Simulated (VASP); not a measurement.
A run of VASP 6.6.1 is set up as follows.

The input POSCAR:

```
C
1.0
    2.4557915466      0.0000000000      0.0000000000
   -1.2278957733      2.1267778657      0.0000000000
    0.0000000000      0.0000000000     20.8968209349
C
2
Direct
    1.0000000000      0.0000000000      0.6946202268
    0.3333333333      0.6666666667      0.6946174369
```

The input INCAR.step1:

```
SYSTEM = C
  PREC = Accurate
  ENCUT = 580
  ISMEAR = 0
  SIGMA = 0.04
  LREAL = .FALSE.
  LASPH = .TRUE.
  NELM = 120
  LDIPOL = .TRUE.
  IDIPOL = 3
  DIPOL = 0.5 0.5 0.695
  NBANDS = 11
  GGA = PE
  ALGO = Normal
  EDIFF = 1E-5
  LWAVE = .TRUE.
  LCHARG = .FALSE.
  GGA_COMPAT = .FALSE.
  NELMDL = -8
```

Contents of INCAR.step2:

```
SYSTEM = C
  PREC = Accurate
  ENCUT = 580
  EDIFF = 1E-6
  ISMEAR = 0
  SIGMA = 0.04
  LREAL = .FALSE.
  LASPH = .TRUE.
  NELM = 120
  ALGO = Normal
  ISIF = 2
  LWAVE = .FALSE.
  LCHARG = .TRUE.
  LDIPOL = .TRUE.
  IDIPOL = 3
  DIPOL = 0.5 0.5 0.695
  METAGGA = R2SCAN
  LMIXTAU = .TRUE.
  LELF = .TRUE.
  LVHAR = .TRUE.
  LVACPOTAV = .TRUE.
  NBANDS = 11
  ISTART = 1
  GGA_COMPAT = .FALSE.
```

The input KPOINTS:

```
Automatic mesh
0
G
  15 15 1
  0 0 0
```

Potentials or basis: VASP PAW PBE potentials, release 64 (C).

Command:

```bash
$ cat potpaw_PBE.64/C/POTCAR > POTCAR
$ cp INCAR.step1 INCAR
$ mpirun -np 1 vasp_std > vasp.out
$ cp INCAR.step2 INCAR
$ mpirun -np 1 vasp_std > vasp.out
```

Q: What does it give for the work function of the upper face?

A: 4.27 eV.

Q: Estimate the band gap on the k mesh.

A: Zero (filled and empty bands touch).

Q: Estimate the work function of the lower face.

A: 4.27 eV.
